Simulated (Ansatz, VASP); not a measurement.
## One calculation of Re2P3, two programs

Contents of INCAR:

```
PREC = Accurate
ENCUT = 600
EDIFF = 1E-6
ISMEAR = 0
SIGMA = 0.1
LREAL = False
LASPH = True
NELM = 60
ALGO = Normal
ISIF = 3
LWAVE = False
LCHARG = False
GGA = PE
IVDW = 12
IBRION = 2
NSW = 90
EDIFFG = -0.04
```

The input KPOINTS:

```
regular mesh
0
Gamma
  6 6 2
```

File POSCAR:

```
Re2P3
1.0
    3.3840000000      0.0000000000      0.0000000000
   -1.6920000000      2.9306299700      0.0000000000
    0.0000000000      0.0000000000      8.2967202100
Re P
2 3
Direct
    0.3333333300      0.6666666700      0.8319985700
    0.6666666700      0.3333333300      0.1680014300
    0.6666666700      0.3333333300      0.6639971500
    0.0000000000      0.0000000000      0.0000000000
    0.3333333300      0.6666666700      0.3360028500
```

Input for Ansatz:

```yaml
crystal:
  lattice:
    - [3.384, 0.0, 0.0]
    - [-1.692, 2.93062997, 0.0]
    - [0.0, 0.0, 8.29672021]
  atoms:
    - { symbol: Re, position: [0.33333333, 0.66666667, 0.83199857] }
    - { symbol: Re, position: [0.66666667, 0.33333333, 0.16800143] }
    - { symbol: P, position: [0.66666667, 0.33333333, 0.66399715] }
    - { symbol: P, position: [0.0, 0.0, 0.0] }
    - { symbol: P, position: [0.33333333, 0.66666667, 0.33600285] }
basis:
  ecutwfc: 420
kpoints:
  mp_grid: { grid: [6, 6, 2] }
hamiltonian:
  xc: pbe
  dispersion: d3bj
scf:
  occupations: { method: gaussian, width: 0.1 }
  lower_state_search: "off"
output:
  forces: true
  stress: true
  eigenvalues: true
relax:
  adjacent_minimum: "off"
  f_tol: 0.04
  max_steps: 70
  cell: { stress_tol: 0.4 }
```

Alike in both runs: task relaxation of cell and atoms; functional PBE; dispersion D3(BJ); k mesh 6 × 6 × 2; occupations gaussian, width 0.1 eV; no spin polarisation.

|  | VASP | Ansatz |
| --- | --- | --- |
| version | VASP 6.6.1 | Ansatz 0.2.0 |
| potentials or method | VASP PAW PBE potentials, release 64 (Re, P), cutoff 600 eV | scalar-relativistic, plane waves, PAW |
| valence electrons in the cell | 29 | 45 |

|  | VASP | Ansatz | Ansatz less VASP |
| --- | --- | --- | --- |
| gap on the k mesh at the Fermi level, each at its own relaxed structure (eV) | none | none | - |
| relaxed volume (Å³/atom) | 14.27 | 14.23 | -0.044 |
| relaxed cell length with the largest relative difference (Å) | 9.672 | 9.628 | -0.0434 |

A gap of «none» marks a metal or a gap that the smearing closes. VASP's potentials hold 29 valence electrons a cell and Ansatz's 45, so a difference there can come from the potentials and not from the codes.

The k mesh is coarse, so the values compare programs but aren't converged. Neither program's run includes spin-orbit coupling.
